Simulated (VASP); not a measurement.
# Li (P1) in VASP: further runs

Runs on Li. Level: PBEsol. Tasks: single point.

All numbers are computed with VASP 6.6.1; they aren't measurements. Logs are shortened: lines on timing, memory, paths and dates and some standing lists are left out, and cuts for length are marked.

**1. The cell of the first run**

The typed cell holds 16 atoms: a = 7.313 Å, b = 7.313 Å, c = 7.313 Å, α = 90.00°, β = 90.00°, γ = 90.00°.

**2. Single point, PBEsol**

Contents of INCAR:

```
SYSTEM = Li
  PREC = Accurate
  ENCUT = 520
  EDIFF = 1E-6
  ISMEAR = -1
  SIGMA = 0.16
  LREAL = Auto
  LASPH = .True.
  NELM = 100
  ALGO = Normal
  ISIF = 2
  LWAVE = .False.
  LCHARG = .False.
  GGA = PS
  NBANDS = 38
```

Contents of KPOINTS:

```
Automatic mesh
0
Gamma
  2 2 2
  0 0 0
```

Contents of POSCAR:

```
Li
1.0
    7.3128730000      0.0000000000      0.0000000000
    0.0000000000      7.3128730000      0.0000000000
    0.0000000000      0.0000000000      7.3128730000
Li
16
Direct
   -0.0473821985     -0.0217288062     -0.0229184891
    0.4829428872     -0.1026819418     -0.1579133126
   -0.0924534037      0.5772423506      0.1383314055
    0.0019554558     -0.1462079268      0.4206828151
    0.2696477841      0.1678957094      0.1630822797
    0.6659762859      0.4476899845     -0.0228637910
    0.4136267647      0.1667197010      0.5633490422
    0.9434458933      0.2646565857      0.2187512350
   -0.1922910462      0.6481583914      0.5807020032
    0.4039862309      0.7760014429      0.1984445785
    0.3270670775      0.3978190241      0.8410647908
    0.5929406951      0.3765278024      0.2785088706
    0.6805943437      0.9366223097      0.3146642913
    0.7738408694      0.1084799367      0.6808268105
    0.1459617855      0.7967046604      0.7028701305
    0.4358341790      0.6058631129      0.5865136725
```

Potentials or basis: VASP PAW PBE potentials, release 64 (Li_sv).

On the command line:

```bash
$ cat potpaw_PBE.64/Li_sv/POTCAR > POTCAR
$ mpirun -np 1 vasp_std > vasp.out
```

OUTCAR:

```text
SYSTEM = Li
   PREC = Accurate
   ENCUT = 520
   EDIFF = 1E-6
   ISMEAR = -1
   LREAL = Auto
   LASPH = .True.
   NELM = 100
   ISIF = 2
   GGA = PS

 ion  position               nearest neighbor table
   1  0.953  0.978  0.977-
   2  0.483  0.897  0.842-
   3  0.908  0.577  0.138-   6 2.33   8 2.37
   4  0.002  0.854  0.421-  15 2.35   9 2.38  13 2.55
   5  0.270  0.168  0.163-   8 2.52
   6  0.666  0.448  0.977-   3 2.33  12 2.33
   7  0.414  0.167  0.563-
   8  0.943  0.265  0.219-   3 2.37   5 2.52
   9  0.808  0.648  0.581-   4 2.38
  10  0.404  0.776  0.198-  13 2.49
  11  0.327  0.398  0.841-  16 2.53
  12  0.593  0.377  0.279-   6 2.33
  13  0.681  0.937  0.315-  10 2.49   4 2.55
  14  0.774  0.108  0.681-
  15  0.146  0.797  0.703-   4 2.35
  16  0.436  0.606  0.587-  11 2.53

  LATTYP: Found a simple cubic cell.
 ALAT       =     7.3128730000

  Lattice vectors:

 A1 = (   7.3128730000,   0.0000000000,   0.0000000000)
 A2 = (   0.0000000000,   7.3128730000,   0.0000000000)
 A3 = (   0.0000000000,   0.0000000000,   7.3128730000)

Analysis of symmetry for initial positions (statically):
=====================================================================
 Subroutine PRICEL returns:
 Original cell was already a primitive cell.

 Routine SETGRP: Setting up the symmetry group for a
 simple cubic supercell.

 Subroutine GETGRP returns: Found  1 space group operations
 (whereof  1 operations were pure point group operations)
 out of a pool of 48 trial point group operations.

The static configuration has the point symmetry C_1 .

Analysis of symmetry for dynamics (positions and initial velocities):
=====================================================================
 Subroutine PRICEL returns:
 Original cell was already a primitive cell.

 Routine SETGRP: Setting up the symmetry group for a
 simple cubic supercell.

 Subroutine GETGRP returns: Found  1 space group operations
 (whereof  1 operations were pure point group operations)
 out of a pool of 48 trial point group operations.

The dynamic configuration has the point symmetry C_1 .

 Subroutine INISYM returns: Found  1 space group operations
[... 106 lines left out ...]
   ENCUT  =  520.0 eV  38.22 Ry    6.18 a.u.  13.60 13.60 13.60*2*pi/ulx,y,z
   NELM   =    100;   NELMIN=  2; NELMDL= -5     # of ELM steps
   EDIFF  = 0.1E-05   stopping-criterion for ELM
   LREAL  =      T    real-space projection
   EDIFFG = 0.1E-04   stopping-criterion for IOM
   NSW    =      0    number of steps for IOM
   IBRION =     -1    ionic relax: 0-MD 1-quasi-New 2-CG
   NFREE  =      0    steps in history (QN), initial steepest desc. (CG)
   ISIF   =      2    stress and relaxation
   ISYM   =      2    0-nonsym 1-usesym 2-fastsym
   POTIM  = 0.5000    time-step for ionic-motion
   TEBEG  =    0.0;   TEEND  =   0.0 temperature during run
   PSTRESS=    0.0 pullay stress
   NELECT =      48.0000    total number of electrons
   NUPDOWN=      -1.0000    fix difference up-down
   EMIN   =  10.00;   EMAX   =-10.00  energy-range for DOS
   EFERMI =   0.00;   METHOD = LEGACY
   ISMEAR =    -1;   SIGMA  =   0.16  broadening in eV -4-tet -1-fermi 0-gaus
   EFERMI_NEDOS =   21; number of points for ismear=-14 and -15
   IALGO  =     38    algorithm
   IMIX   =      4    mixing-type and parameters
     AMIX     =   0.40;   BMIX     =  1.00
     AMIX_MAG =   1.60;   BMIX_MAG =  1.00
  volume/ion in A,a.u.               =      24.44       164.95
  Fermi-wavevector in a.u.,A,eV,Ry     =   0.813581  1.537444  9.005877  0.661913
  Thomas-Fermi vector in A             =   1.923332
   LORBIT       =      0    0 simple, 1 ext, 2 COOP (PROOUT), +10 PAW based schemes
   GGA     = PS    functional components
   LHFCALC =     F    Hartree Fock is set to
   AEXX    =    0.0000 exact exchange contribution
   IVDW    =     0    specifies the selected vdW correction
   LEPSILON=     F    determine dielectric tensor
   LRPA    =     F    only Hartree local field effects (RPA)
 non-spin polarized calculation
  energy-cutoff  :      520.00
  volume of cell :      391.08
 maximum number of plane-waves:     10568
   NGX = 27   NGY = 27   NGZ = 27

 number of electron      48.0000011 magnetization

 Free energy of the ion-electron system (eV)
  ---------------------------------------------------
  ext. energy  EPLUGINS =         0.00000000
  ---------------------------------------------------
  free energy    TOTEN  =       -27.29565310 eV

  energy without entropy =      -26.57087397  energy(sigma->0) =      -26.93326354

 E-fermi :  -0.0442     XC(G=0):  -6.5121

 val. band max:       -0.0520935237   @ k =   0.0000   0.5000   0.5000
 cond. band min:      -0.0108312391   @ k =   0.5000   0.0000   0.0000
 fundamental gap:      0.0412622846
 Fermi energy:        -0.0441626564

 k-point     1 :       0.0000    0.0000    0.0000
  band No.  band energies     occupation
      1     -46.5317      2.00000
      2     -46.5168      2.00000
      3     -46.4182      2.00000
      4     -46.4083      2.00000
      5     -46.3613      2.00000
      6     -46.3470      2.00000
[... 301 lines left out ...]
     35       2.7002      0.00000
     36       2.8209      0.00000
 [bands above 36 left out]

------------------------ aborting loop because EDIFF is reached ----------------------------------------

  FORCE on cell =-STRESS in cart. coord.  units (eV):
  Direction    XX          YY          ZZ          XY          YZ          ZX
  --------------------------------------------------------------------------------------
  -------------------------------------------------------------------------------------
  Total        2.3741389     -2.6926008      1.3741204      1.4700881     -2.0318783      1.1748111
  in kB        9.7264111    -11.0310908      5.6295189      6.0226810     -8.3242320      4.8129850
  external PRESSURE =       1.4416131 kB  Pullay stress =       0.0000000 kB

 VOLUME and BASIS-vectors are now :
 -----------------------------------------------------------------------------
  energy-cutoff  :      520.00
  volume of cell :      391.08
      direct lattice vectors                 reciprocal lattice vectors
     7.312873000  0.000000000  0.000000000     0.136745162  0.000000000  0.000000000
     0.000000000  7.312873000  0.000000000     0.000000000  0.136745162  0.000000000
     0.000000000  0.000000000  7.312873000     0.000000000  0.000000000  0.136745162

 POSITION                                       TOTAL-FORCE (eV/Angst)
 -----------------------------------------------------------------------------------
      6.96637      7.15397      7.14527        -0.046850     -0.213869      0.176568
      3.53170      6.56197      6.15807         0.345868      0.024629      0.209524
      6.63677      4.22130      1.01160         0.696386      1.170018      0.078951
      0.01430      6.24367      3.07640         0.690780      0.674065     -0.911361
      1.97190      1.22780      1.19260         0.475687     -0.258305     -0.086438
      4.87020      3.27390      7.14567        -0.305569     -0.123512     -1.206768
[... 8 lines left out ...]
      1.06740      5.82620      5.14000         0.172987      0.014324      0.681396
      3.18720      4.43060      4.28910         0.171949      0.121470     -0.611464
 -----------------------------------------------------------------------------------
    total drift:                               -0.001315     -0.004513      0.005270

  FREE ENERGIE OF THE ION-ELECTRON SYSTEM (eV)
  ---------------------------------------------------
  free  energy   TOTEN  =       -27.2956531047 eV

  energy  without entropy=      -26.5708739701  energy(sigma->0) =      -26.93326354
```

OSZICAR:

```text
N       E                     dE             d eps       ncg     rms          rms(c)
DAV:   1     0.262649452205E+03    0.26265E+03   -0.20860E+04   608   0.121E+03
DAV:   2     0.439494638512E+02   -0.21870E+03   -0.20378E+03   624   0.326E+02
DAV:   3    -0.107129553482E+02   -0.54662E+02   -0.53040E+02  1120   0.811E+01
DAV:   4    -0.242750557119E+02   -0.13562E+02   -0.13204E+02  1020   0.656E+01
DAV:   5    -0.278857471421E+02   -0.36107E+01   -0.36069E+01  1104   0.209E+01    0.276E+00
DAV:   6    -0.274167942590E+02    0.46895E+00   -0.15774E+00   866   0.672E+00    0.134E+00
DAV:   7    -0.273035426338E+02    0.11325E+00   -0.37279E-01  1040   0.230E+00    0.434E-01
DAV:   8    -0.272954125380E+02    0.81301E-02   -0.70430E-02   976   0.116E+00    0.189E-01
DAV:   9    -0.272956328497E+02   -0.22031E-03   -0.12206E-02   936   0.467E-01    0.119E-01
DAV:  10    -0.272956359173E+02   -0.30676E-05   -0.10848E-03   984   0.174E-01    0.362E-02
DAV:  11    -0.272956494798E+02   -0.13562E-04   -0.34075E-04   968   0.809E-02    0.158E-02
DAV:  12    -0.272956527995E+02   -0.33197E-05   -0.57836E-05   976   0.350E-02    0.726E-03
DAV:  13    -0.272956531047E+02   -0.30520E-06   -0.51794E-06   888   0.162E-02
   1 F= -.27295653E+02 E0= -.26933264E+02  d E =-.724779E+00
```

It took 1.8 min on 1 thread of Intel Xeon Platinum 8375C at 2.90GHz (Ice Lake), shared host; peak memory 0.37 GiB.

What came out:

| Quantity | Value |
| --- | --- |
| Free energy | -27.2957 eV |
| Largest force | 1.364 eV/Å |
| Band gap on the k mesh | zero (bands 24 and 25 overlap by 0.53 eV) |

Forces on the atoms (eV/Å):
```
Li  -0.047 -0.214  0.177
Li   0.346  0.025  0.210
Li   0.696  1.170  0.079
Li   0.691  0.674 -0.911
Li   0.476 -0.258 -0.086
Li  -0.306 -0.124 -1.207
Li  -0.321 -0.299 -0.276
Li  -0.168 -0.493  0.630
Li  -0.419 -0.604  0.402
Li  -0.578 -0.523 -0.029
Li  -0.608 -0.050  0.493
Li  -0.249 -0.074  0.759
Li  -0.061  0.302 -0.058
Li   0.203  0.332 -0.253
Li   0.173  0.014  0.681
Li   0.172  0.121 -0.611
```

Caveat: the k points lie up to 0.43 Å⁻¹ apart, too coarse for converged energies and pressures of a metal; the cutoff is under 1.25 times the usual one of these potentials, so pressure, stress and relaxed cells hold a basis-set (Pulay) error; the atoms stand as in a frame of molecular dynamics; the PAW data sets were made with another functional, which shifts forces and pressure a little.

**3. Single point, PBEsol**

Contents of INCAR:

```
SYSTEM = Li
PREC     = Accurate       ! precision mode
ENCUT    = 520            ! plane-wave cutoff, eV
EDIFF    = 1E-6           ! SCF threshold, eV
ISMEAR   = -1             ! smearing method
SIGMA    = 0.16           ! smearing width, eV
LREAL    = Auto         
LASPH    = .TRUE.         ! aspherical terms in the spheres
NELM     = 100            ! most SCF steps
ALGO     = Normal         ! electronic algorithm
ISIF     = 2              ! what is computed and relaxed
LWAVE    = .FALSE.        ! write WAVECAR
LCHARG   = .FALSE.        ! write CHGCAR
GGA      = PS             ! functional
NBANDS   = 38             ! bands
```

Contents of KPOINTS:

```
regular mesh
0
G
  2 2 2
  0 0 0
```

Contents of POSCAR:

```
Li
1.0
    7.3128730000      0.0000000000      0.0000000000
    0.0000000000      7.3128730000      0.0000000000
    0.0000000000      0.0000000000      7.3128730000
Li
16
Direct
   -0.1364990203     -0.0177495220     -0.0010666123
    0.5842710519     -0.1875596636     -0.1623848794
   -0.1016700276      0.6703384566      0.1933166349
    0.0606601537     -0.0159718349      0.3359691875
    0.2950550351      0.0790113544      0.1296207387
    0.6740989485      0.3619507682     -0.1187494983
    0.3339863826      0.1259149448      0.5679847031
    0.9314670171      0.3504368256      0.4250039622
   -0.0846999531      0.6345522478      0.6124542297
    0.3023709013      0.6834523176      0.0728714966
    0.2887510832      0.3399211227      0.8788201299
    0.5654002196      0.3221579262      0.2659556648
    0.5807840503      0.8843172854      0.2964498358
    0.7604261690      0.1218946370      0.6321045094
    0.1743364065      0.8467807386      0.7127294567
    0.4383913135      0.5820010822      0.4861700730
```

Potentials or basis: VASP PAW PBE potentials, release 64 (Li_sv).

On the command line:

```bash
$ cat potpaw_PBE.64/Li_sv/POTCAR > POTCAR
$ mpirun -np 1 vasp_std > vasp.out
```

It took 1.9 min on 1 thread of Intel Xeon Platinum 8375C at 2.90GHz (Ice Lake), shared host; peak memory 0.37 GiB.

It converged, with:

```
Free energy            : -28.5581 eV
Largest force          : 0.734 eV/Å
Band gap on the k mesh : zero (bands 24 and 25 overlap by 0.66 eV)
```

Forces in eV/Å, atoms in the order of the input:
```
Li   0.304  0.460 -0.059
Li  -0.228 -0.073 -0.118
Li  -0.090 -0.370 -0.208
Li  -0.403 -0.333  0.515
Li   0.311 -0.014 -0.427
Li   0.057  0.371  0.144
Li   0.355  0.244 -0.191
Li   0.474 -0.283 -0.442
Li  -0.453  0.256  0.258
Li  -0.116 -0.115  0.235
Li  -0.395  0.254 -0.223
Li   0.174 -0.126 -0.123
Li   0.240  0.186  0.200
Li  -0.070 -0.545 -0.277
Li   0.046  0.057  0.362
Li  -0.205  0.030  0.354
```

Levels at points of the mesh, in eV from the Fermi level:
```tsv
k point	band 22	band 23	band 24	band 25	band 26	band 27
(0.00, 0.00, 0.00)	-0.87	-0.74	0.37	0.54	0.66	0.77
(0.50, 0.00, 0.00)	-0.48	-0.36	-0.34	-0.26	-0.17	1.01
(0.00, 0.50, 0.00)	-0.49	-0.41	-0.35	-0.29	-0.02	0.86
(0.00, 0.00, 0.50)	-0.45	-0.36	-0.28	-0.21	-0.16	1.10
(0.50, 0.50, 0.00)	-0.11	-0.07	-0.04	0.12	0.23	0.46
(0.00, 0.50, 0.50)	-0.17	-0.06	0.00	0.11	0.38	0.59
(0.50, 0.00, 0.50)	-0.12	-0.10	0.15	0.16	0.29	0.36
(0.50, 0.50, 0.50)	-1.47	-1.34	-1.13	1.51	1.89	1.91
```

Caveat: the k points lie up to 0.43 Å⁻¹ apart, too coarse for converged energies and pressures of a metal; the cutoff is under 1.25 times the usual one of these potentials, so pressure, stress and relaxed cells hold a basis-set (Pulay) error; the atoms stand as in a frame of molecular dynamics; the PAW data sets were made with another functional, which shifts forces and pressure a little.

**4. Single point, PBEsol**

Contents of INCAR:

```
SYSTEM = Li
  PREC = Accurate
  ENCUT = 520
  EDIFF = 1E-6
  ISMEAR = -1
  SIGMA = 0.16
  LREAL = Auto
  LASPH = .True.
  NELM = 100
  ALGO = Normal
  ISIF = 2
  LWAVE = .False.
  LCHARG = .True.
  GGA = PS
  LELF = .True.
  LVHAR = .True.
  NBANDS = 38
```

Contents of KPOINTS:

```
regular mesh
0
Gamma
  2 2 2
  0 0 0
```

Contents of POSCAR:

```
Li
1.0
    7.3128730000      0.0000000000      0.0000000000
    0.0000000000      7.3128730000      0.0000000000
    0.0000000000      0.0000000000      7.3128730000
Li
16
Direct
   -0.1007401605      0.0935610396      0.0222210888
    0.5736322783     -0.1554929232     -0.1204998364
   -0.1598550939      0.6411023410      0.0859443341
    0.0753876076     -0.1096832941      0.3493428643
    0.3336718688      0.0629711469      0.0636138492
    0.6587014433      0.4043691173     -0.1120626599
    0.3748458369      0.1502145600      0.5342086482
    1.0529650932      0.4004855547      0.3828180798
   -0.1660223007      0.7423758077      0.6479122501
    0.2646429112      0.6379982259      0.0703964092
    0.1371690716      0.3456370704      0.8126217972
    0.5294362421      0.3967797608      0.3094679752
    0.5621320102      0.8628482951      0.2759654106
    0.7365914874      0.1010409999      0.5534760415
    0.2152505588      0.8981148722      0.7810199904
    0.3813138831      0.6232844465      0.5982053838
```

On the command line:

```bash
$ cat potpaw_PBE.64/Li_sv/POTCAR > POTCAR
$ mpirun -np 1 vasp_std > vasp.out
```

Wall time 1.7 min (1 thread of Intel Xeon Platinum 8375C at 2.90GHz (Ice Lake), shared host); peak memory 0.37 GiB.

The run converged. Its results:

```yaml
Free_energy: -29.7220 eV
Largest_force: 0.759 eV/Å
Band_gap_on_the_k_mesh: zero (bands 24 and 25 overlap by 0.69 eV)
```

Forces on the atoms (eV/Å):
```
Li  -0.127 -0.160  0.119
Li   0.023  0.122 -0.047
Li   0.352  0.193  0.161
Li   0.147  0.014  0.033
Li   0.009  0.662  0.371
Li  -0.449 -0.250 -0.350
Li  -0.309 -0.194  0.186
Li  -0.026 -0.054 -0.077
Li   0.246 -0.453 -0.126
Li   0.123 -0.070  0.064
Li  -0.091  0.118 -0.056
Li   0.246  0.119 -0.327
Li   0.094 -0.150  0.305
Li   0.352  0.193  0.128
Li  -0.674 -0.024 -0.252
Li   0.084 -0.064 -0.131
```

Levels at points of the mesh, in eV from the Fermi level:
```tsv
k point	band 19	band 20	band 21	band 22	band 23	band 24	band 25	band 26	band 27	band 28
(0.00, 0.00, 0.00)	-0.99	-0.95	-0.92	-0.91	-0.83	0.38	0.47	0.53	0.63	0.68
(0.50, 0.00, 0.00)	-0.69	-0.55	-0.49	-0.42	-0.34	-0.33	-0.30	-0.23	0.94	1.01
(0.00, 0.50, 0.00)	-0.65	-0.58	-0.55	-0.50	-0.42	-0.32	-0.27	-0.12	0.98	1.08
(0.00, 0.00, 0.50)	-0.66	-0.58	-0.46	-0.45	-0.41	-0.37	-0.26	-0.24	1.07	1.14
(0.50, 0.50, 0.00)	-2.01	-1.89	-0.22	-0.08	-0.03	0.07	0.15	0.24	0.30	0.51
(0.00, 0.50, 0.50)	-1.97	-1.94	-0.20	-0.14	-0.03	0.07	0.18	0.27	0.38	0.50
(0.50, 0.00, 0.50)	-2.03	-1.92	-0.18	-0.13	-0.07	0.01	0.22	0.30	0.35	0.52
(0.50, 0.50, 0.50)	-1.59	-1.48	-1.45	-1.43	-1.36	-1.25	1.57	1.83	1.88	2.06
```

Caveat: the k points lie up to 0.43 Å⁻¹ apart, too coarse for converged energies and pressures of a metal; the cutoff is under 1.25 times the usual one of these potentials, so pressure, stress and relaxed cells hold a basis-set (Pulay) error; the atoms stand as in a frame of molecular dynamics; the PAW data sets were made with another functional, which shifts forces and pressure a little.

**5. Summary**

```tsv
cell	gap on the mesh (eV)	largest force (eV/Å)
as given, atomic positions A	none	1.36
as given, atomic positions B	none	0.73
as given, atomic positions C	none	0.76
```

Alike in all rows: task single point; level PBEsol; potentials or basis VASP PAW PBE potentials, release 64 (Li_sv); no spin polarisation; k mesh 2 × 2 × 2; cutoff (eV) 520; smearing fermi-dirac 0.16 eV.

Caveats: all runs use coarse meshes; the cutoff is under 1.25 times the usual one of these potentials, so pressure, stress and relaxed cells hold a basis-set (Pulay) error; the atoms stand as in a frame of molecular dynamics; the PAW data sets were made with another functional, which shifts forces and pressure a little.

Total energies depend on the potentials used, so only differences within one code and one set of settings carry meaning.

The gap in the log of VASP goes by the Fermi energy; the results here count the filled bands.